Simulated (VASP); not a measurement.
# As2S (P4/nmm) in VASP: a series of runs

Runs on As2S. Level: r2SCAN. Tasks: single point.

Everything below comes from runs of VASP 6.6.1. Logs are shortened: lines on timing, memory, paths and dates and some standing lists are left out, and cuts for length are marked.

## (1) The cell of the first run

It takes space group P4/nmm (No. 129, tetragonal). Conventional cell: a = 4.257 Å, b = 4.257 Å, c = 6.495 Å, α = 90.00°, β = 90.00°, γ = 90.00°. As (site symmetry -4m2) has 8 As at 2.76 to 3.01 Å and 4 S at 2.89 Å within 3.6 Å. As (site symmetry 4mm) has 4 As at 2.76 Å and 5 S at 2.79 to 3.02 Å within 3.6 Å. S (site symmetry 4mm) has 9 As at 2.79 to 3.02 Å within 3.7 Å.

## (2) Single point, r2SCAN

POSCAR reads:

```
As2S
1.0
    4.2570293928      0.0000000000      0.0000000000
    0.0000000000      4.2570293928      0.0000000000
    0.0000000000      0.0000000000      6.4953822725
As S
4 2
Direct
    0.0000000000      0.0000000000      0.0000000000
    0.5000000000      0.5000000000      0.0000000000
    0.0000000000      0.5000000000      0.2700000000
    0.5000000000      0.0000000000      0.7300000000
    0.0000000000      0.5000000000      0.7000000000
    0.5000000000      0.0000000000      0.3000000000
```

INCAR.step1 reads:

```
SYSTEM = As2S
ALGO = Normal
EDIFF = 1E-4
ENCUT = 520
GGA = PE
ISMEAR = 0
LASPH = .True.
LCHARG = .False.
LREAL = .False.
LWAVE = .True.
NBANDS = 25
NELM = 60
PREC = Accurate
SIGMA = 0.1
```

INCAR.step2 reads:

```
SYSTEM = As2S
ALGO = Normal
EDIFF = 1E-6
ENCUT = 520
ISIF = 2
ISMEAR = 0
ISTART = 1
LASPH = .True.
LCHARG = .False.
LMIXTAU = .True.
LREAL = .False.
LWAVE = .False.
METAGGA = R2SCAN
NBANDS = 25
NELM = 60
PREC = Accurate
SIGMA = 0.1
```

KPOINTS reads:

```
k-points
0
Gamma
  4 4 4
  0 0 0
```

Potentials or basis: VASP PAW PBE potentials, release 64 (As, S).

Launch:

```
$ cat potpaw_PBE.64/As/POTCAR potpaw_PBE.64/S/POTCAR > POTCAR
$ cp INCAR.step1 INCAR
$ mpirun -np 1 vasp_std > vasp.out
$ cp INCAR.step2 INCAR
$ mpirun -np 1 vasp_std > vasp.out
```

OUTCAR:

```text
SYSTEM = As2S
   EDIFF = 1E-6
   ENCUT = 520
   ISIF = 2
   ISMEAR = 0
   ISTART = 1
   LASPH = .True.
   LREAL = .False.
   METAGGA = R2SCAN
   NELM = 60
   PREC = Accurate

 ion  position               nearest neighbor table
   1  0.000  0.000  0.000-   3 2.76   4 2.76   3 2.76   4 2.76
   2  0.500  0.500  0.000-   3 2.76   4 2.76   4 2.76   3 2.76
   3  0.000  0.500  0.270-   1 2.76   2 2.76   1 2.76   2 2.76   5 2.79
   4  0.500  0.000  0.730-   1 2.76   2 2.76   2 2.76   1 2.76   6 2.79
   5  0.000  0.500  0.700-   3 2.79
   6  0.500  0.000  0.300-   4 2.79

  LATTYP: Found a simple tetragonal cell.
 ALAT       =     4.2570293928
 C/A-ratio  =     1.5258016032

  Lattice vectors:

 A1 = (   4.2570293928,   0.0000000000,   0.0000000000)
 A2 = (   0.0000000000,   4.2570293928,   0.0000000000)
 A3 = (   0.0000000000,   0.0000000000,   6.4953822725)

Analysis of symmetry for initial positions (statically):
=====================================================================
 Subroutine PRICEL returns:
 Original cell was already a primitive cell.

 Routine SETGRP: Setting up the symmetry group for a
 simple tetragonal supercell.

 Subroutine GETGRP returns: Found 16 space group operations
 (whereof  8 operations were pure point group operations)
 out of a pool of 16 trial point group operations.

The static configuration has the point symmetry D_2d.
 The point group associated with its full space group is D_4h.

Analysis of symmetry for dynamics (positions and initial velocities):
=====================================================================
 Subroutine PRICEL returns:
 Original cell was already a primitive cell.

 Routine SETGRP: Setting up the symmetry group for a
 simple tetragonal supercell.

 Subroutine GETGRP returns: Found 16 space group operations
 (whereof  8 operations were pure point group operations)
 out of a pool of 16 trial point group operations.

The dynamic configuration has the point symmetry D_2d.
 The point group associated with its full space group is D_4h.

 Subroutine INISYM returns: Found 16 space group operations
 (whereof  8 operations are pure point group operations),
 and found     1 'primitive' translations

----------------------------------------------------------------------------------------

                                     Primitive cell

  volume of cell :     117.7113

  direct lattice vectors                    reciprocal lattice vectors
     4.257029393  0.000000000  0.000000000     0.234905590  0.000000000  0.000000000
     0.000000000  4.257029393  0.000000000     0.000000000  0.234905590  0.000000000
     0.000000000  0.000000000  6.495382272     0.000000000  0.000000000  0.153955527

  length of vectors
     4.257029393  4.257029393  6.495382272     0.234905590  0.234905590  0.153955527

  position of ions in fractional coordinates (direct lattice)
     0.000000000  0.000000000  0.000000000
     0.500000000  0.500000000  0.000000000
     0.000000000  0.500000000  0.270000000
     0.500000000  0.000000000  0.730000000
     0.000000000  0.500000000  0.700000000
     0.500000000  0.000000000  0.300000000

  ion indices of the primitive-cell ions
   primitive index   ion index
                 1           1
                 2           2
                 3           3
                 4           4
                 5           5
                 6           6

----------------------------------------------------------------------------------------

 KPOINTS: k-points

Automatic generation of k-mesh.
 Grid dimensions read from file:
 generate k-points for:    4    4    4

 Generating k-lattice:

  Cartesian coordinates                     Fractional coordinates (reciprocal lattice)
     0.058726397  0.000000000  0.000000000     0.250000000  0.000000000  0.000000000
     0.000000000  0.058726397  0.000000000     0.000000000  0.250000000  0.000000000
     0.000000000  0.000000000  0.038488882     0.000000000  0.000000000  0.250000000

  Length of vectors
     0.058726397  0.058726397  0.038488882

  Shift w.r.t. Gamma in fractional coordinates (k-lattice)
     0.000000000  0.000000000  0.000000000

 Subroutine IBZKPT returns following result:
 ===========================================

 Found     18 irreducible k-points:

 Following reciprocal coordinates:
            Coordinates               Weight
  0.000000  0.000000  0.000000      1.000000
  0.250000  0.000000  0.000000      4.000000
  0.500000  0.000000  0.000000      2.000000
  0.250000  0.250000  0.000000      4.000000
  0.500000  0.250000  0.000000      4.000000
  0.500000  0.500000  0.000000      1.000000
[... 10 lines left out ...]
  0.500000  0.250000  0.500000      4.000000
  0.500000  0.500000  0.500000      1.000000
   k-points           NKPTS =     18   k-points in BZ     NKDIM =     18   number of bands    NBANDS=     25
   number of dos      NEDOS =    301   number of ions     NIONS =      6
   total plane-waves  NPLWV =  49152
   dimension x,y,z NGX =    32 NGY =   32 NGZ =   48
   dimension x,y,z NGXF=    64 NGYF=   64 NGZF=   96
   ions per type =               4   2
   NGX,Y,Z   is equivalent  to a cutoff of  12.50, 12.50, 12.29 a.u.
   NGXF,Y,Z  is equivalent  to a cutoff of  24.99, 24.99, 24.57 a.u.
 SYSTEM =  As2S
   PREC   = accura    normal or accurate (medium, high low for compatibility)
   ISTART =      1    job   : 0-new  1-cont  2-samecut
   ICHARG =      0    charge: 1-file 2-atom 10-const
   ISPIN  =      1    spin polarized calculation?
   LNONCOLLINEAR =      F non collinear calculations
   LSORBIT =      F    spin-orbit coupling
   LASPH  =      T    aspherical Exc in radial PAW
   ENCUT  =  520.0 eV  38.22 Ry    6.18 a.u.   7.92  7.92 12.08*2*pi/ulx,y,z
   NELM   =     60;   NELMIN=  2; NELMDL=  0     # of ELM steps
   EDIFF  = 0.1E-05   stopping-criterion for ELM
   LREAL  =      F    real-space projection
   EDIFFG = 0.1E-04   stopping-criterion for IOM
   NSW    =      0    number of steps for IOM
   IBRION =     -1    ionic relax: 0-MD 1-quasi-New 2-CG
   NFREE  =      0    steps in history (QN), initial steepest desc. (CG)
   ISIF   =      2    stress and relaxation
   ISYM   =      2    0-nonsym 1-usesym 2-fastsym
   POTIM  = 0.5000    time-step for ionic-motion
   TEBEG  =    0.0;   TEEND  =   0.0 temperature during run
   PSTRESS=    0.0 pullay stress
   NELECT =      32.0000    total number of electrons
   NUPDOWN=      -1.0000    fix difference up-down
   EMIN   =  10.00;   EMAX   =-10.00  energy-range for DOS
   EFERMI =   0.00;   METHOD = LEGACY
   ISMEAR =     0;   SIGMA  =   0.10  broadening in eV -4-tet -1-fermi 0-gaus
   EFERMI_NEDOS =   21; number of points for ismear=-14 and -15
   IALGO  =     38    algorithm
   IMIX   =      4    mixing-type and parameters
     AMIX     =   0.40;   BMIX     =  1.00
     AMIX_MAG =   1.60;   BMIX_MAG =  1.00
  volume/ion in A,a.u.               =      19.62       132.39
  Fermi-wavevector in a.u.,A,eV,Ry     =   1.060520  2.004092 15.302506  1.124702
  Thomas-Fermi vector in A             =   2.195904
   LORBIT       =      0    0 simple, 1 ext, 2 COOP (PROOUT), +10 PAW based schemes
   METAGGA = R2SCAN    functional components
   LHFCALC =     F    Hartree Fock is set to
   AEXX    =    0.0000 exact exchange contribution
   IVDW    =     0    specifies the selected vdW correction
   LEPSILON=     F    determine dielectric tensor
   LRPA    =     F    only Hartree local field effects (RPA)
 non-spin polarized calculation
 Gauss-broadening in eV      SIGMA  =   0.10
  energy-cutoff  :      520.00
  volume of cell :      117.71
 maximum number of plane-waves:      3198
 NGX is ok and might be reduce to    32
   NGX = 15   NGY = 15   NGZ = 25

 number of electron      32.0000005 magnetization

 Free energy of the ion-electron system (eV)
  ---------------------------------------------------
  ext. energy  EPLUGINS =         0.00000000
  ---------------------------------------------------
  free energy    TOTEN  =       -70.75574707 eV

  energy without entropy =      -70.73124814  energy(sigma->0) =      -70.74349760

 E-fermi :   5.4479     XC(G=0): -10.8304

 val. band max:        5.4246957606   @ k =   0.5000   0.2500   0.5000
 cond. band min:       5.4480689586   @ k =   0.0000   0.0000   0.5000
 fundamental gap:      0.0233731980
 Fermi energy:         5.4479103495

 k-point     1 :       0.0000    0.0000    0.0000
  band No.  band energies     occupation
      1     -10.6401      2.00000
      2      -8.0689      2.00000
      3      -6.1963      2.00000
      4      -5.3712      2.00000
      5      -3.7254      2.00000
      6      -3.3597      2.00000
[... 17 lines left out ...]
     24       9.9958      0.00000
     25      10.7145      0.00000

 k-point     2 :       0.2500    0.0000    0.0000
  band No.  band energies     occupation
      1     -10.1612      2.00000
      2      -7.7965      2.00000
      3      -6.4060      2.00000
      4      -6.1364      2.00000
      5      -4.3564      2.00000
      6      -3.9428      2.00000
[... 17 lines left out ...]
     24      10.6755      0.00000
     25      12.1578      0.00000

 k-point     3 :       0.5000    0.0000    0.0000
  band No.  band energies     occupation
      1      -8.7956      2.00000
      2      -8.7956      2.00000
      3      -6.5717      2.00000
      4      -6.5717      2.00000
      5      -4.4608      2.00000
      6      -4.4608      2.00000
[... 384 lines left out ...]
 k-point    17 :       0.5000    0.2500    0.5000
  band No.  band energies     occupation
      1      -8.0890      2.00000
      2      -8.0890      2.00000
      3      -7.1823      2.00000
      4      -7.1823      2.00000
      5      -4.5604      2.00000
      6      -4.5604      2.00000
[... 17 lines left out ...]
     24      10.2544      0.00000
     25      13.5943      0.00000

 k-point    18 :       0.5000    0.5000    0.5000
  band No.  band energies     occupation
      1      -7.5437      2.00000
      2      -7.5437      2.00000
      3      -6.4168      2.00000
      4      -6.4168      2.00000
      5      -6.1762      2.00000
      6      -6.1762      2.00000
[... 17 lines left out ...]
     24      10.2084      0.00000
     25      14.9736      0.00000

------------------------ aborting loop because EDIFF is reached ----------------------------------------

  FORCE on cell =-STRESS in cart. coord.  units (eV):
  Direction    XX          YY          ZZ          XY          YZ          ZX
  --------------------------------------------------------------------------------------
  -------------------------------------------------------------------------------------
  Total        1.1948653      1.1948653     -1.8592798      0.0000000     -0.0000000      0.0000000
  in kB       16.2634065     16.2634065    -25.3068056      0.0000000     -0.0000000      0.0000000
  external PRESSURE =       2.4066691 kB  Pullay stress =       0.0000000 kB

 VOLUME and BASIS-vectors are now :
 -----------------------------------------------------------------------------
  energy-cutoff  :      520.00
  volume of cell :      117.71
      direct lattice vectors                 reciprocal lattice vectors
     4.257029393  0.000000000  0.000000000     0.234905590  0.000000000  0.000000000
     0.000000000  4.257029393  0.000000000     0.000000000  0.234905590  0.000000000
     0.000000000  0.000000000  6.495382272     0.000000000  0.000000000  0.153955527

 POSITION                                       TOTAL-FORCE (eV/Angst)
 -----------------------------------------------------------------------------------
      0.00000      0.00000      0.00000         0.000000      0.000000      0.000000
      2.12851      2.12851      0.00000         0.000000     -0.000000      0.000000
      0.00000      2.12851      1.75375        -0.000000      0.000000     -0.632054
      2.12851      0.00000      4.74163         0.000000      0.000000      0.632054
      0.00000      2.12851      4.54677         0.000000     -0.000000     -0.803694
      2.12851      0.00000      1.94861        -0.000000      0.000000      0.803694
 -----------------------------------------------------------------------------------
    total drift:                                0.000000     -0.000000     -0.000000

  FREE ENERGIE OF THE ION-ELECTRON SYSTEM (eV)
  ---------------------------------------------------
  free  energy   TOTEN  =       -70.7557470739 eV

  energy  without entropy=      -70.7312481354  energy(sigma->0) =      -70.74349760
```

Run time: 53 s. Hardware: 1 thread of Intel Xeon 6975P-C (Granite Rapids), shared host; peak memory 0.24 GiB.

Results:

```
Free energy            : -70.7557 eV
Pressure               : 0.2 GPa
Largest force          : 0.804 eV/Å
Band gap on the k mesh : zero (band 16 reaches 6.74 eV, above the bottom of band 17 at 5.04 eV)
```

Forces in eV/Å, atoms in the order of the input:
```
As   0.000  0.000  0.000
As   0.000  0.000  0.000
As   0.000  0.000 -0.632
As   0.000  0.000  0.632
S    0.000  0.000 -0.804
S    0.000  0.000  0.804
```

Caveat: the k points lie up to 0.37 Å⁻¹ apart; the PAW data sets were made with another functional, which shifts forces and pressure a little.

## (3) Single point, r2SCAN

This run uses another cell than the first one, of 21.17 Å³/atom, 1.079 times its volume.

POSCAR reads:

```
As2S
1.0
    4.9452468071      0.0000000000      0.0000000000
    0.0000000000      4.9452468071      0.0000000000
    0.0000000000      0.0000000000      5.1942357499
As S
4 2
Direct
    0.0000000000      0.0000000000      0.0000000000
    0.5000000000      0.5000000000      0.0000000000
    0.0000000000      0.5000000000      0.2067543618
    0.5000000000      0.0000000000      0.7932456382
    0.0000000000      0.5000000000      0.6238563390
    0.5000000000      0.0000000000      0.3761436610
```

INCAR.step1 reads:

```
SYSTEM = As2S
ALGO     = Normal         ! electronic algorithm
EDIFF    = 1E-4           ! SCF threshold, eV
ENCUT    = 520            ! plane-wave cutoff, eV
GGA      = PE             ! functional
ISMEAR   = 0              ! smearing method
LASPH    = .TRUE.         ! aspherical terms in the spheres
LCHARG   = .FALSE.        ! write CHGCAR
LREAL    = .FALSE.        ! projectors in reciprocal space
LWAVE    = .TRUE.         ! write WAVECAR
NBANDS   = 25             ! bands
NELM     = 60             ! most SCF steps
PREC     = Accurate       ! precision mode
SIGMA    = 0.1            ! smearing width, eV
```

INCAR.step2 reads:

```
SYSTEM = As2S
ALGO     = Normal         ! electronic algorithm
EDIFF    = 1E-7           ! SCF threshold, eV
ENCUT    = 520            ! plane-wave cutoff, eV
ISIF     = 2              ! what is computed and relaxed
ISMEAR   = 0              ! smearing method
ISTART   = 1            
LASPH    = .TRUE.         ! aspherical terms in the spheres
LCHARG   = .FALSE.        ! write CHGCAR
LMIXTAU  = .TRUE.       
LREAL    = .FALSE.        ! projectors in reciprocal space
LWAVE    = .FALSE.        ! write WAVECAR
METAGGA  = R2SCAN         ! meta-GGA
NBANDS   = 25             ! bands
NELM     = 60             ! most SCF steps
PREC     = Accurate       ! precision mode
SIGMA    = 0.1            ! smearing width, eV
```

KPOINTS reads:

```
k-points
0
G
  4 4 4
  0 0 0
```

Potentials or basis: VASP PAW PBE potentials, release 64 (As, S).

Launch:

```
$ cat potpaw_PBE.64/As/POTCAR potpaw_PBE.64/S/POTCAR > POTCAR
$ cp INCAR.step1 INCAR
$ mpirun -np 1 vasp_std > vasp.out
$ cp INCAR.step2 INCAR
$ mpirun -np 1 vasp_std > vasp.out
```

Wall time 91 s (1 thread of Intel Xeon 6975P-C (Granite Rapids), shared host); peak memory 0.27 GiB.

Results (log left out):

```yaml
Free_energy: -73.1034 eV
Pressure: -0.1 GPa
Largest_force: 0.029 eV/Å
Band_gap_on_the_k_mesh: zero (band 16 reaches 5.15 eV, above the bottom of band 17 at 3.37 eV)
```

Forces in eV/Å, atoms in the order of the input:
```
As   0.000  0.000  0.000
As   0.000  0.000  0.000
As   0.000  0.000  0.029
As   0.000  0.000 -0.029
S    0.000  0.000 -0.020
S    0.000  0.000  0.020
```

Stress tensor (GPa, compression positive):
```
-0.06  0.00  0.00
 0.00 -0.06  0.00
 0.00  0.00 -0.24
```

Levels at points of the mesh, in eV from the Fermi level:
```tsv
k point	band 12	band 13	band 14	band 15	band 16	band 17	band 18	band 19	band 20	band 21
(0.00, 0.00, 0.00)	-3.13	-1.31	-1.31	-0.96	-0.96	-0.69	0.56	2.66	2.66	3.84
(0.50, 0.00, 0.00)	-2.39	-2.05	-2.05	-0.93	-0.93	1.42	1.42	2.46	2.46	3.85
(0.50, 0.50, 0.00)	-3.13	-1.37	-1.37	0.54	0.54	1.79	1.79	2.32	2.32	4.25
(0.00, 0.00, 0.50)	-2.12	-2.12	-1.98	-1.35	-1.35	-1.21	0.02	2.03	3.10	4.98
(0.50, 0.00, 0.50)	-2.72	-2.63	-2.63	-0.70	-0.70	1.10	1.10	1.66	1.66	4.26
(0.50, 0.50, 0.50)	-0.97	-0.28	-0.28	-0.13	-0.13	0.59	0.59	1.23	1.23	2.62
```

Caveat: the PAW data sets were made with another functional, which shifts forces and pressure a little.
